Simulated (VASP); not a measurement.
# V in VASP: further runs

V is run at these levels: PBE; tasks: single point.

Program: VASP 6.6.1. These are calculated values, not measurements. Logs are shortened: lines on timing, memory, paths and dates and some standing lists are left out, and cuts for length are marked.

### 1 The cell of the first run

The cell holds a wire or tube with vacuum around it, 7 atoms: a = 11.100 Å, b = 13.800 Å, c = 2.927 Å, α = 90.00°, β = 90.00°, γ = 90.00°.

### 2 Single point, PBE

The input, INCAR:

```
SYSTEM = V
PREC     = Accurate       ! precision mode
ENCUT    = 520            ! plane-wave cutoff, eV
EDIFF    = 1E-7           ! SCF threshold, eV
ISMEAR   = 0              ! smearing method
SIGMA    = 0.05           ! smearing width, eV
LREAL    = .FALSE.        ! projectors in reciprocal space
LASPH    = .TRUE.         ! aspherical terms in the spheres
NELM     = 80             ! most SCF steps
ALGO     = Normal         ! electronic algorithm
ISIF     = 2              ! what is computed and relaxed
LWAVE    = .FALSE.        ! write WAVECAR
LCHARG   = .FALSE.        ! write CHGCAR
GGA      = PE             ! functional
NBANDS   = 54             ! bands
```

The input, KPOINTS:

```
regular mesh
0
G
  1 1 8
  0 0 0
```

The input, POSCAR:

```
V
1.0
   11.1000000000      0.0000000000      0.0000000000
    0.0000000000     13.8000000000      0.0000000000
    0.0000000000      0.0000000000      2.9269196330
V
7
Direct
    0.5760168262      0.5903999991      0.0000000000
    0.5858316799      0.3069032731      0.0000000000
    0.3860217372      0.5721690358      0.5000000000
    0.4249523345      0.2963294189      0.5000000000
    0.4461487695      0.6961390177      0.0000000000
    0.3956872724      0.4306741514      0.0000000000
    0.5898749158      0.4444926417      0.5000000000
```

Potentials or basis: VASP PAW PBE potentials, release 64 (V_sv).

Launch:

```
$ cat potpaw_PBE.64/V_sv/POTCAR > POTCAR
$ mpirun -np 1 vasp_std > vasp.out
```

OUTCAR:

```text
SYSTEM = V
   PREC = Accurate
   ENCUT = 520
   EDIFF = 1E-7
   ISMEAR = 0
   LREAL = .FALSE.
   LASPH = .TRUE.
   NELM = 80
   ISIF = 2
   GGA = PE

 ion  position               nearest neighbor table
   1  0.576  0.590  0.000-   5 2.05   7 2.49   7 2.49   3 2.58   3 2.58
   2  0.586  0.307  0.000-   4 2.31   4 2.31   7 2.40   7 2.40   6 2.72
   3  0.386  0.572  0.500-   5 2.35   5 2.35   6 2.44   6 2.44   1 2.58   1 2.58   7 2.87
   4  0.425  0.296  0.500-   2 2.31   2 2.31   6 2.38   6 2.38   7 2.74
   5  0.446  0.696  0.000-   1 2.05   3 2.35   3 2.35
   6  0.396  0.431  0.000-   4 2.38   4 2.38   3 2.44   3 2.44   7 2.61   7 2.61   2 2.72
   7  0.590  0.444  0.500-   2 2.40   2 2.40   1 2.49   1 2.49   6 2.61   6 2.61   4 2.74   3 2.87

  LATTYP: Found a simple orthorhombic cell.
 ALAT       =     2.9269196330
 B/A-ratio  =     3.7923829117
 C/A-ratio  =     4.7148544307

  Lattice vectors:

 A1 = (   0.0000000000,   0.0000000000,   2.9269196330)
 A2 = (  11.1000000000,   0.0000000000,   0.0000000000)
 A3 = (   0.0000000000,  13.8000000000,   0.0000000000)

Analysis of symmetry for initial positions (statically):
=====================================================================
 Subroutine PRICEL returns:
 Original cell was already a primitive cell.

 Routine SETGRP: Setting up the symmetry group for a
 simple orthorhombic supercell.

 Subroutine GETGRP returns: Found  2 space group operations
 (whereof  2 operations were pure point group operations)
 out of a pool of  8 trial point group operations.

The static configuration has the point symmetry C_1h.

Analysis of symmetry for dynamics (positions and initial velocities):
=====================================================================
 Subroutine PRICEL returns:
 Original cell was already a primitive cell.

 Routine SETGRP: Setting up the symmetry group for a
 simple orthorhombic supercell.

 Subroutine GETGRP returns: Found  2 space group operations
 (whereof  2 operations were pure point group operations)
 out of a pool of  8 trial point group operations.

The dynamic configuration has the point symmetry C_1h.

 Subroutine INISYM returns: Found  2 space group operations
 (whereof  2 operations are pure point group operations),
 and found     1 'primitive' translations

----------------------------------------------------------------------------------------
[... 86 lines left out ...]
   NSW    =      0    number of steps for IOM
   IBRION =     -1    ionic relax: 0-MD 1-quasi-New 2-CG
   NFREE  =      0    steps in history (QN), initial steepest desc. (CG)
   ISIF   =      2    stress and relaxation
   ISYM   =      2    0-nonsym 1-usesym 2-fastsym
   POTIM  = 0.5000    time-step for ionic-motion
   TEBEG  =    0.0;   TEEND  =   0.0 temperature during run
   PSTRESS=    0.0 pullay stress
   NELECT =      91.0000    total number of electrons
   NUPDOWN=      -1.0000    fix difference up-down
   EMIN   =  10.00;   EMAX   =-10.00  energy-range for DOS
   EFERMI =   0.00;   METHOD = LEGACY
   ISMEAR =     0;   SIGMA  =   0.05  broadening in eV -4-tet -1-fermi 0-gaus
   EFERMI_NEDOS =   21; number of points for ismear=-14 and -15
   IALGO  =     38    algorithm
   IMIX   =      4    mixing-type and parameters
     AMIX     =   0.40;   BMIX     =  1.00
     AMIX_MAG =   1.60;   BMIX_MAG =  1.00
  volume/ion in A,a.u.               =      64.05       432.23
  Fermi-wavevector in a.u.,A,eV,Ry     =   0.962094  1.818095 12.593901  0.925626
  Thomas-Fermi vector in A             =   2.091523
   LORBIT       =      0    0 simple, 1 ext, 2 COOP (PROOUT), +10 PAW based schemes
   GGA     = PE    functional components
   LHFCALC =     F    Hartree Fock is set to
   AEXX    =    0.0000 exact exchange contribution
   IVDW    =     0    specifies the selected vdW correction
   LEPSILON=     F    determine dielectric tensor
   LRPA    =     F    only Hartree local field effects (RPA)
 non-spin polarized calculation
 Gauss-broadening in eV      SIGMA  =   0.05
  energy-cutoff  :      520.00
  volume of cell :      448.35
 maximum number of plane-waves:     12141
 NGX is ok and might be reduce to    84
   NGX = 41   NGY = 51   NGZ = 11

 number of electron      91.0000019 magnetization

 Free energy of the ion-electron system (eV)
  ---------------------------------------------------
  ext. energy  EPLUGINS =         0.00000000
  ---------------------------------------------------
  free energy    TOTEN  =       -53.05746699 eV

  energy without entropy =      -53.05093974  energy(sigma->0) =      -53.05420337

 E-fermi :  -0.7749     XC(G=0):  -4.3069

 val. band max:       -0.8238625250   @ k =   0.0000   0.0000   0.0000
 cond. band min:      -0.7329514627   @ k =   0.0000   0.0000   0.0000
 fundamental gap:      0.0909110623
 Fermi energy:        -0.7749205163

 k-point     1 :       0.0000    0.0000    0.0000
  band No.  band energies     occupation
      1     -64.8005      2.00000
      2     -64.7012      2.00000
      3     -64.6367      2.00000
      4     -64.5357      2.00000
      5     -64.3854      2.00000
      6     -64.3259      2.00000
[... 274 lines left out ...]
     53       0.8295      0.00000
     54       1.0812      0.00000

------------------------ aborting loop because EDIFF is reached ----------------------------------------

  FORCE on cell =-STRESS in cart. coord.  units (eV):
  Direction    XX          YY          ZZ          XY          YZ          ZX
  --------------------------------------------------------------------------------------
  -------------------------------------------------------------------------------------
  Total        0.6127592      0.4585947      0.2768366     -0.3000780      0.0000000      0.0000000
  in kB        2.1897149      1.6388029      0.9892847     -1.0723384      0.0000000      0.0000000
  external PRESSURE =       1.6059342 kB  Pullay stress =       0.0000000 kB

 VOLUME and BASIS-vectors are now :
 -----------------------------------------------------------------------------
  energy-cutoff  :      520.00
  volume of cell :      448.35
      direct lattice vectors                 reciprocal lattice vectors
    11.100000000  0.000000000  0.000000000     0.090090090  0.000000000  0.000000000
     0.000000000 13.800000000  0.000000000     0.000000000  0.072463768  0.000000000
     0.000000000  0.000000000  2.926919633     0.000000000  0.000000000  0.341656118

 POSITION                                       TOTAL-FORCE (eV/Angst)
 -----------------------------------------------------------------------------------
      6.39379      8.14752      0.00000         0.239726     -0.220671      0.000000
      6.50273      4.23527      0.00000         0.078830     -0.037631      0.000000
      4.28484      7.89593      1.46346        -0.043739     -0.026568      0.000000
      4.71697      4.08935      1.46346        -0.071302     -0.046219      0.000000
      4.95225      9.60672      0.00000        -0.199824      0.273067      0.000000
      4.39213      5.94330      0.00000        -0.021958      0.020142      0.000000
      6.54761      6.13400      1.46346         0.018268      0.037881      0.000000
 -----------------------------------------------------------------------------------
    total drift:                                0.000763      0.000183      0.000001

  FREE ENERGIE OF THE ION-ELECTRON SYSTEM (eV)
  ---------------------------------------------------
  free  energy   TOTEN  =       -53.0574669929 eV

  energy  without entropy=      -53.0509397400  energy(sigma->0) =      -53.05420337
```

OSZICAR:

```text
N       E                     dE             d eps       ncg     rms          rms(c)
DAV:   1     0.107476763781E+04    0.10748E+04   -0.56347E+04   764   0.146E+03
DAV:   2    -0.847734609178E+01   -0.10832E+04   -0.10661E+04   546   0.501E+02
DAV:   3    -0.621233126583E+02   -0.53646E+02   -0.52341E+02   760   0.114E+02
[... 24 lines left out ...]
DAV:  28    -0.530574658838E+02   -0.28198E-05   -0.50313E-06   600   0.110E-02    0.308E-03
DAV:  29    -0.530574663538E+02   -0.46998E-06   -0.93125E-07   578   0.677E-03    0.121E-03
DAV:  30    -0.530574668105E+02   -0.45670E-06   -0.42964E-07   512   0.419E-03    0.165E-03
DAV:  31    -0.530574669515E+02   -0.14105E-06   -0.14131E-07   426   0.288E-03    0.433E-04
DAV:  32    -0.530574669929E+02   -0.41397E-07   -0.24267E-08   368   0.113E-03
   1 F= -.53057467E+02 E0= -.53054203E+02  d E =-.652725E-02
```

stdout:

```text
POSCAR found type information on POSCAR V
 POSCAR found :  1 types and       7 ions
 scaLAPACK will be used
 LDA part: xc-table for (Slater+PW92), standard interpolation
 POSCAR, INCAR and KPOINTS ok, starting setup
 FFT: planning ... GRIDC
 FFT: planning ... GRID_SOFT
 FFT: planning ... GRID
 WAVECAR not read
 entering main loop
```

Wall time 9 min (1 thread of Intel Xeon Platinum 8488C (Sapphire Rapids), shared host); peak memory 0.52 GiB.

Results:

| Quantity | Value |
| --- | --- |
| Free energy | -53.0575 eV |
| Largest force | 0.338 eV/Å |
| Band gap on the k mesh | zero (an odd number of electrons rules out a gap without spin polarisation) |

Forces in eV/Å, atoms in the order of the input:
```
V    0.240 -0.221  0.000
V    0.079 -0.038  0.000
V   -0.044 -0.027  0.000
V   -0.071 -0.046  0.000
V   -0.200  0.273  0.000
V   -0.022  0.020  0.000
V    0.018  0.038  0.000
```

Caveat: atoms lie so close that the PAW spheres overlap strongly, which falsifies energies and pressures.

### 3 Single point, PBE

This run uses another cell than the first one.

The input, INCAR:

```
SYSTEM = V
PREC = Accurate ; ENCUT = 520
EDIFF = 1E-6 ; ISMEAR = 0
SIGMA = 0.05 ; LREAL = .False.
LASPH = .True. ; NELM = 80
ALGO = Normal ; ISIF = 2
LWAVE = .False. ; LCHARG = .False.
GGA = PE ; NBANDS = 54
```

The input, KPOINTS:

```
regular mesh
0
Gamma
  1 1 8
  0 0 0
```

The input, POSCAR:

```
V
1.0
   11.1000000000      0.0000000000      0.0000000000
    0.0000000000     13.8000000000      0.0000000000
    0.0000000000      0.0000000000      4.2387110221
V
7
Direct
    0.5954664645      0.5542974874      0.0000000000
    0.5954664645      0.3371075377      0.0000000000
    0.4045335355      0.5542974874      0.5000000000
    0.4045335355      0.3371075377      0.5000000000
    0.4045335355      0.6628924623      0.0000000000
    0.4045335355      0.4457025126      0.0000000000
    0.5954664645      0.4457025126      0.5000000000
```

Potentials or basis: VASP PAW PBE potentials, release 64 (V_sv).

Launch:

```
$ cat potpaw_PBE.64/V_sv/POTCAR > POTCAR
$ mpirun -np 1 vasp_std > vasp.out
```

OUTCAR:

```text
SYSTEM = V
   PREC = Accurate
   ENCUT = 520
   EDIFF = 1E-6
   ISMEAR = 0
   LREAL = .False.
   LASPH = .True.
   NELM = 80
   ISIF = 2
   GGA = PE

 ion  position               nearest neighbor table
   1  0.595  0.554  0.000-   7 2.60   7 2.60   6 2.60   5 2.60
   2  0.595  0.337  0.000-   7 2.60   7 2.60   6 2.60
   3  0.405  0.554  0.500-   6 2.60   6 2.60   7 2.60   5 2.60   5 2.60
   4  0.405  0.337  0.500-   6 2.60   6 2.60   7 2.60
   5  0.405  0.663  0.000-   3 2.60   3 2.60   1 2.60
   6  0.405  0.446  0.000-   3 2.60   3 2.60   1 2.60   4 2.60   4 2.60   2 2.60
   7  0.595  0.446  0.500-   1 2.60   1 2.60   3 2.60   2 2.60   2 2.60   4 2.60

  LATTYP: Found a simple orthorhombic cell.
 ALAT       =     4.2387110221
 B/A-ratio  =     2.6187206304
 C/A-ratio  =     3.2557067297

  Lattice vectors:

 A1 = (   0.0000000000,   0.0000000000,   4.2387110221)
 A2 = (  11.1000000000,   0.0000000000,   0.0000000000)
 A3 = (   0.0000000000,  13.8000000000,   0.0000000000)

Analysis of symmetry for initial positions (statically):
=====================================================================
 Subroutine PRICEL returns:
 Original cell was already a primitive cell.

 Routine SETGRP: Setting up the symmetry group for a
 simple orthorhombic supercell.

 Subroutine GETGRP returns: Found  2 space group operations
 (whereof  2 operations were pure point group operations)
 out of a pool of  8 trial point group operations.

The static configuration has the point symmetry C_1h.

Analysis of symmetry for dynamics (positions and initial velocities):
=====================================================================
 Subroutine PRICEL returns:
 Original cell was already a primitive cell.

[... 116 lines left out ...]
     AMIX     =   0.40;   BMIX     =  1.00
     AMIX_MAG =   1.60;   BMIX_MAG =  1.00
  volume/ion in A,a.u.               =      92.76       625.94
  Fermi-wavevector in a.u.,A,eV,Ry     =   0.850374  1.606974  9.838863  0.723136
  Thomas-Fermi vector in A             =   1.966341
   LORBIT       =      0    0 simple, 1 ext, 2 COOP (PROOUT), +10 PAW based schemes
   GGA     = PE    functional components
   LHFCALC =     F    Hartree Fock is set to
   AEXX    =    0.0000 exact exchange contribution
   IVDW    =     0    specifies the selected vdW correction
   LEPSILON=     F    determine dielectric tensor
   LRPA    =     F    only Hartree local field effects (RPA)
 non-spin polarized calculation
 Gauss-broadening in eV      SIGMA  =   0.05
  energy-cutoff  :      520.00
  volume of cell :      649.29
 maximum number of plane-waves:     17544
 NGX is ok and might be reduce to    84
   NGX = 41   NGY = 51   NGZ = 15

 number of electron      91.0000032 magnetization

 Free energy of the ion-electron system (eV)
  ---------------------------------------------------
  ext. energy  EPLUGINS =         0.00000000
  ---------------------------------------------------
  free energy    TOTEN  =       -48.36700636 eV

  energy without entropy =      -48.33914104  energy(sigma->0) =      -48.35307370

 E-fermi :  -1.2546     XC(G=0):  -3.5887

 val. band max:       -1.2880562705   @ k =   0.0000   0.0000   0.2500
 cond. band min:      -1.2520698360   @ k =   0.0000   0.0000   0.0000
 fundamental gap:      0.0359864345
 Fermi energy:        -1.2545889498

 k-point     1 :       0.0000    0.0000    0.0000
  band No.  band energies     occupation
      1     -65.4967      2.00000
      2     -65.4466      2.00000
      3     -65.3615      2.00000
      4     -65.3137      2.00000
      5     -65.1914      2.00000
      6     -65.1123      2.00000
[... 274 lines left out ...]
     53      -0.4438      0.00000
     54      -0.2613      0.00000

------------------------ aborting loop because EDIFF is reached ----------------------------------------

  FORCE on cell =-STRESS in cart. coord.  units (eV):
  Direction    XX          YY          ZZ          XY          YZ          ZX
  --------------------------------------------------------------------------------------
  -------------------------------------------------------------------------------------
  Total      -10.5819511    -13.7716049    -19.2562048      1.4205047      0.0000000      0.0000000
  in kB      -26.1120193    -33.9828081    -47.5166052      3.5052369      0.0000000      0.0000000
  external PRESSURE =     -35.8704775 kB  Pullay stress =       0.0000000 kB

 VOLUME and BASIS-vectors are now :
 -----------------------------------------------------------------------------
  energy-cutoff  :      520.00
  volume of cell :      649.29
      direct lattice vectors                 reciprocal lattice vectors
    11.100000000  0.000000000  0.000000000     0.090090090  0.000000000  0.000000000
     0.000000000 13.800000000  0.000000000     0.000000000  0.072463768  0.000000000
     0.000000000  0.000000000  4.238711022     0.000000000  0.000000000  0.235920778

 POSITION                                       TOTAL-FORCE (eV/Angst)
 -----------------------------------------------------------------------------------
      6.60968      7.64931      0.00000        -1.622639     -0.769004      0.000000
      6.60968      4.65208      0.00000        -1.762337      2.018133      0.000000
      4.49032      7.64931      2.11936         1.317969     -0.422952      0.000000
      4.49032      4.65208      2.11936         2.013347      1.437636      0.000000
      4.49032      9.14792      0.00000         0.751789     -2.261696      0.000000
      4.49032      6.15069      0.00000         0.936868      0.586202      0.000000
      6.60968      6.15069      2.11936        -1.634997     -0.588319      0.000000
 -----------------------------------------------------------------------------------
    total drift:                                0.000178     -0.000356      0.000000

  FREE ENERGIE OF THE ION-ELECTRON SYSTEM (eV)
  ---------------------------------------------------
  free  energy   TOTEN  =       -48.3670063613 eV

  energy  without entropy=      -48.3391410446  energy(sigma->0) =      -48.35307370
```

OSZICAR:

```text
N       E                     dE             d eps       ncg     rms          rms(c)
DAV:   1     0.841231190993E+03    0.84123E+03   -0.54049E+04   836   0.135E+03
DAV:   2    -0.156390409059E+02   -0.85687E+03   -0.84071E+03   564   0.446E+02
DAV:   3    -0.594859702722E+02   -0.43847E+02   -0.42644E+02   752   0.934E+01
[... 22 lines left out ...]
DAV:  26    -0.483668885896E+02   -0.26817E-03   -0.46412E-05   512   0.245E-02    0.533E-03
DAV:  27    -0.483669630902E+02   -0.74501E-04   -0.12540E-05   568   0.148E-02    0.806E-03
DAV:  28    -0.483670028107E+02   -0.39721E-04   -0.10257E-05   496   0.128E-02    0.295E-03
DAV:  29    -0.483670054859E+02   -0.26752E-05   -0.10638E-06   432   0.367E-03    0.270E-03
DAV:  30    -0.483670063613E+02   -0.87537E-06   -0.10957E-06   424   0.527E-03
   1 F= -.48367006E+02 E0= -.48353074E+02  d E =-.278653E-01
```

stdout:

```text
POSCAR found type information on POSCAR V
 POSCAR found :  1 types and       7 ions
 scaLAPACK will be used
 LDA part: xc-table for (Slater+PW92), standard interpolation
 POSCAR, INCAR and KPOINTS ok, starting setup
 FFT: planning ... GRIDC
 FFT: planning ... GRID_SOFT
 FFT: planning ... GRID
 WAVECAR not read
 entering main loop
```

Run time: 7.9 min. Hardware: 1 thread of Intel Xeon Platinum 8488C (Sapphire Rapids), shared host; peak memory 0.63 GiB.

Results:

```yaml
Free_energy: -48.3670 eV
Largest_force: 2.679 eV/Å
Band_gap_on_the_k_mesh: zero (an odd number of electrons rules out a gap without spin polarisation)
```

Forces on the atoms (eV/Å):
```
V   -1.623 -0.769  0.000
V   -1.762  2.018  0.000
V    1.318 -0.423  0.000
V    2.013  1.438  0.000
V    0.752 -2.262  0.000
V    0.937  0.586  0.000
V   -1.635 -0.588  0.000
```

Levels at points of the mesh, in eV from the Fermi level:
| k point | band 44 | band 45 | band 46 | band 47 | band 48 | band 49 |
| --- | --- | --- | --- | --- | --- | --- |
| (0.00, 0.00, 0.00) | -0.25 | -0.18 | -0.11 | 0.00 | 0.14 | 0.15 |
| (0.00, 0.00, 0.50) | -0.43 | 0.05 | 0.11 | 0.12 | 0.16 | 0.25 |

The gap in the log of VASP goes by the Fermi energy; the results here count the filled bands.